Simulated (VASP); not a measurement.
Input of a VASP 6.6.1 run:

The input INCAR:

```
  PREC = Accurate
  ENCUT = 520
  EDIFF = 1E-7
  ISMEAR = -1
  SIGMA = 0.05
  LREAL = False
  LASPH = True
  NELM = 80
  ALGO = Normal
  ISIF = 2
  LWAVE = False
  LCHARG = False
  NBANDS = 11
```

Contents of KPOINTS:

```
regular mesh
0
Gamma
  13 13 7
```

POSCAR

```
Si
1.0
    2.4919337380      0.0000000000      0.0000000000
   -1.2459668690      2.1580778331      0.0000000000
    0.0000000000      0.0000000000      4.2334324387
Si
2
Direct
    0.3333333333      0.6666666667      0.2500000000
    0.6666666667      0.3333333333      0.7500000000
```

Potentials or basis: VASP PAW LDA potentials, release 64 (Si).

Launch:

```sh
$ cat potpaw_LDA.64/Si/POTCAR > POTCAR
$ mpirun -np 1 vasp_std > vasp.out
```

(1) Estimate the pressure.

(2) What does it give for the band gap on the k mesh?

Results:

(1) 28.7 GPa.

(2) zero (band 4 reaches 24.43 eV, above the bottom of band 5 at 10.52 eV).
